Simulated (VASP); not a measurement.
**SnSe: single point with LDA**

SnSe:

```xyz
2
Lattice="0.0000 2.9466 2.9466 2.9466 0.0000 2.9466 2.9466 2.9466 0.0000" Properties=species:S:1:pos:R:3 pbc="T T T"
Sn    0.0000    0.0000    0.0000
Se    2.9466    2.9466    2.9466
```

| Item | Value |
| --- | --- |
| Program | VASP 6.6.1 |
| Task | single point |
| Functional | LDA |
| Potentials or basis | VASP PAW LDA potentials, release 64 (Sn_d, Se) |
| Cutoff | 520 eV |
| k mesh | 8 × 8 × 8 |
| Occupations | gaussian, width 0.05 eV |
| Spin | no spin polarisation |
| Dipole correction | no |
| Further INCAR settings | ALGO = Normal; EDIFF = 1e-07; NBANDS = 17 |

| Quantity | Value |
| --- | --- |
| Pressure | 0.1 GPa |
| Band gap on the k mesh | 0.77 eV, indirect (least direct gap 0.92 eV) |

Levels at points of the mesh, in eV from the valence-band top:
```csv
k point,band 7,band 8,band 9,band 10,band 11,band 12,band 13,band 14
"(0.00, 0.00, 0.00)",-4.84,-2.23,-2.23,-2.23,4.59,4.59,4.59,5.92
"(0.50, 0.00, 0.00)",-8.32,-1.95,-1.95,-0.01,0.90,1.27,1.27,8.46
"(0.50, 0.50, 0.00)",-6.00,-5.80,-3.81,-3.81,2.90,5.74,5.74,6.42
```

Wall time 15 s on 1 thread of AMD EPYC 7R13 Processor (Zen 3) (shared host), peak memory 0.13 GiB.

Caveat: spin-orbit coupling is left out, which moves the levels of the heavy elements. A k mesh can miss the band edges.
